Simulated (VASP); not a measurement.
## Hf: relaxation of cell and atoms with LDA

The system is Hf.

```xyz
2
Lattice="3.1967 0.0000 0.0000 -1.5983 2.7684 0.0000 0.0000 0.0000 5.0578" Properties=species:S:1:pos:R:3 pbc="T T T"
Hf    0.0000    1.8456    1.2645
Hf    1.5984    0.9228    3.7934
```

```json
{
 "Program": "VASP 6.6.1",
 "Task": "relaxation of cell and atoms",
 "Functional": "LDA",
 "Potentials or basis": "VASP PAW LDA potentials, release 64 (Hf_pv)",
 "Cutoff": "600 eV",
 "k mesh": "8 × 8 × 5",
 "Occupations": "methfessel-paxton, width 0.1 eV",
 "Spin": "no spin polarisation",
 "Dipole correction": "no",
 "Further INCAR settings": "ALGO = Normal; EDIFF = 1e-06; IBRION = 2; EDIFFG = -0.02; NSW = 80; ISIF = 3"
}
```

The relaxed volume is 20.88 Å³/atom and the relaxed cell is a = 3.119 Å, b = 3.119 Å, c = 4.957 Å, α = 90.00°, β = 90.00°, γ = 120.00°. The space group after relaxing (to 0.1 Å) is P6_3/mmc (No. 194). The energy gained by relaxing is 36.3 meV/atom, the ionic steps are 5 and the pressure after relaxing is 0.0 GPa. The band gap on the k mesh is zero (bands 10 and 11 overlap by 1.44 eV).

Stress tensor (GPa, compression positive):
```
-0.02  0.00  0.00
 0.00 -0.02  0.00
 0.00  0.00  0.13
```

Step by step:
| step | energy change (eV) | largest force (eV/Å) | pressure (GPa) | volume (Å³) |
| --- | --- | --- | --- | --- |
| 1 | 0.0000 | 0.0000 | -7.45 | 44.76 |
| 2 | 0.0467 | 0.0000 | 11.82 | 38.35 |
| 3 | -0.0721 | 0.0000 | -0.13 | 41.84 |
| 4 | -0.0721 | 0.0000 | 0.03 | 41.78 |
| 5 | -0.0726 | 0.0000 | 0.03 | 41.76 |

Final structure:
```
CELL_PARAMETERS angstrom
3.11894 0.00000 0.00000
-1.55947 2.70108 0.00000
0.00000 0.00000 4.95654
ATOMIC_POSITIONS crystal
Hf 0.33333 0.66667 0.25000
Hf 0.66667 0.33333 0.75000
```

Levels at points of the mesh, in eV from the Fermi level:
| k point | band 8 | band 9 | band 10 | band 11 | band 12 | band 13 |
| --- | --- | --- | --- | --- | --- | --- |
| (0.00, 0.00, 0.00) | -4.01 | 0.94 | 1.05 | 1.05 | 1.30 | 1.93 |
| (0.50, 0.00, 0.00) | -3.10 | -2.55 | -0.64 | 0.64 | 0.85 | 1.67 |

It took 46 s on 1 thread of Intel(R) Xeon(R) Platinum 8488C (Sapphire Rapids) (shared host), peak memory 0.17 GiB.

Caveat: spin-orbit coupling is left out, which moves the levels of the heavy elements. Zero-point motion and thermal expansion aren't in these numbers.
